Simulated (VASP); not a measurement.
## Al2AuS4: single point with r2SCAN+D3(BJ)

The system is Al2AuS4.

```
Au Al S
1.0
     0.00000    5.27404    0.00000
     5.27404    0.00000    0.00000
     2.63702    2.63702   -5.22325
Au Al S
1 2 4
Cartesian
  0.0000 0.0000 0.0000
  2.6370 5.2740 -2.6116
  2.6370 2.6370 0.0000
  4.0083 3.9555 -3.8652
  1.3185 3.9028 -1.3580
  6.5398 6.5926 -3.8652
  3.9555 1.3713 -1.3580
```

```yaml
Program: VASP 6.6.1
Task: single point
Functional: r2SCAN
Dispersion: D3(BJ)
Potentials_or_basis: VASP PAW PBE potentials, release 64 (Au, Al, S)
Cutoff: 520 eV
k_mesh: 4 × 4 × 4
Occupations: fermi-dirac, width 0.1 eV
Spin: no spin polarisation
```

| Property | Result |
| --- | --- |
| Pressure | 2.2 GPa |
| Largest force | 1.433 eV/Å |
| Dispersion energy per atom | -0.149 eV |

Forces on the atoms (eV/Å):
```
Au   0.000  0.000  0.000
Al   0.000  0.000  0.000
Al   0.000  0.000  0.000
S    0.752  0.994  0.708
S    0.994 -0.752 -0.708
S   -0.752 -0.994  0.708
S   -0.994  0.752 -0.708
```

Levels at points of the mesh, in eV from the Fermi level:
```tsv
k point	band 19	band 20	band 21	band 22	band 23	band 24
(0.00, 0.00, 0.00)	0.00	0.10	0.10	3.10	3.62	4.65
(0.50, 0.00, 0.00)	-0.98	-0.61	-0.13	4.76	4.96	5.10
(0.50, 0.50, 0.00)	-0.07	-0.05	0.07	3.79	4.35	5.45
(0.00, 0.00, 0.50)	-0.51	-0.38	-0.38	3.63	3.63	3.90
```

It took 3.1 min on 1 thread of Intel(R) Xeon(R) Platinum 8259CL CPU @ 2.50GHz (Skylake/Cascade Lake), on a shared host, peak memory 0.31 GiB.

Caveat: three body term missing; the PAW data sets were made with another functional, which shifts forces and pressure a little; spin-orbit coupling is left out, which moves the levels of the heavy elements; pairwise dispersion overbinds metals, which lowers pressure and volume.
